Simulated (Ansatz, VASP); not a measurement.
## Tl: VASP beside Ansatz

Contents of INCAR:

```
PREC = Accurate
ENCUT = 520
EDIFF = 1E-7
ISMEAR = -1
SIGMA = 0.1
LREAL = False
LASPH = True
NELM = 80
ALGO = Normal
ISIF = 2
LWAVE = False
LCHARG = False
GGA = RP
NBANDS = 12
```

File KPOINTS:

```
regular mesh
0
Gamma
  12 12 12
```

File POSCAR:

```
Tl
1.0
    0.0000000000      2.4887938169      2.4887938169
    2.4887938169      0.0000000000      2.4887938169
    2.4887938169      2.4887938169      0.0000000000
Tl
1
Direct
    0.0000000000      0.0000000000      0.0000000000
```

Input for Ansatz:

```yaml
crystal:
  lattice:
    - [0.0, 2.4887938169, 2.4887938169]
    - [2.4887938169, 0.0, 2.4887938169]
    - [2.4887938169, 2.4887938169, 0.0]
  atoms:
    - { symbol: Tl, position: [0.0, 0.0, 0.0] }
hamiltonian:
  xc: rpbe
  pseudopotentials:
    kind: paw
    azcp:
      Tl: "pseudopotentials/Tl.paw.azcp"
basis:
  ecutwfc: 420
  fft_grid_basis: typed
kpoints:
  mp_grid: { grid: [12, 12, 12], shift: [0, 0, 0] }
magnetization:
  spin_polarized: false
scf:
  occupations: { method: fermi_dirac, width: 0.1 }
  lower_state_search: "off"
output:
  stress: true
```

Alike in both runs: task single point; functional RPBE; k mesh 12 × 12 × 12; occupations fermi-dirac, width 0.1 eV; no spin polarisation.

|  | VASP | Ansatz |
| --- | --- | --- |
| version | VASP 6.6.1 | Ansatz 0.2.0 |
| potentials or method | VASP PAW PBE potentials, release 64 (Tl_d), cutoff 520 eV | plane waves (420 eV) with PAW, scalar-relativistic |
| valence electrons in the cell | 13 | 13 |

|  | VASP | Ansatz | Ansatz less VASP |
| --- | --- | --- | --- |
| pressure (GPa) | 2.0 | 2.1 | +0.06 |

VASP's potentials were made for PBE, not for RPBE. With one functional, cell and mesh, what is left measures potentials, basis and numerics.

Spin-orbit coupling is off throughout.
